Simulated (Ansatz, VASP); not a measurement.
# SnTe in VASP and in Ansatz

```
Sn Te
1.0
     5.42070    0.00000    0.00000
    -2.71035    4.69446    0.00000
     0.00000    0.00000    6.50277
Sn Te
2 2
Direct
  0.33333 0.66667 0.95358
  0.66667 0.33333 0.45358
  0.33333 0.66667 0.43142
  0.66667 0.33333 0.93142
```

Change from the starting cell: species swapped into the CdSe type (P6_3mc, No. 186).

Alike in both runs: task relaxation of cell and atoms; functional PBE; k mesh 6 × 6 × 4; occupations gaussian, width 0.02 eV; no spin polarisation.

|  | VASP | Ansatz |
| --- | --- | --- |
| version | VASP 6.6.1 | Ansatz 0.2.0 |
| potentials or method | VASP PAW PBE potentials, release 64 (Sn_d, Te), cutoff 600 eV | scalar-relativistic, plane waves, PAW |
| valence electrons in the cell | 40 | 60 |

|  | VASP | Ansatz | Ansatz less VASP |
| --- | --- | --- | --- |
| gap on the k mesh at the Fermi level, each at its own relaxed structure (eV) | 0.62 | 0.64 | +0.028 |
| relaxed volume (Å³/atom) | 41.47 | 41.49 | +0.024 |
| relaxed cell length with the largest relative difference (Å) | 6.506 | 6.511 | +0.0054 |

VASP's potentials hold 40 valence electrons a cell and Ansatz's 60, so a difference there can come from the potentials and not from the codes.

Neither program's run includes spin-orbit coupling.
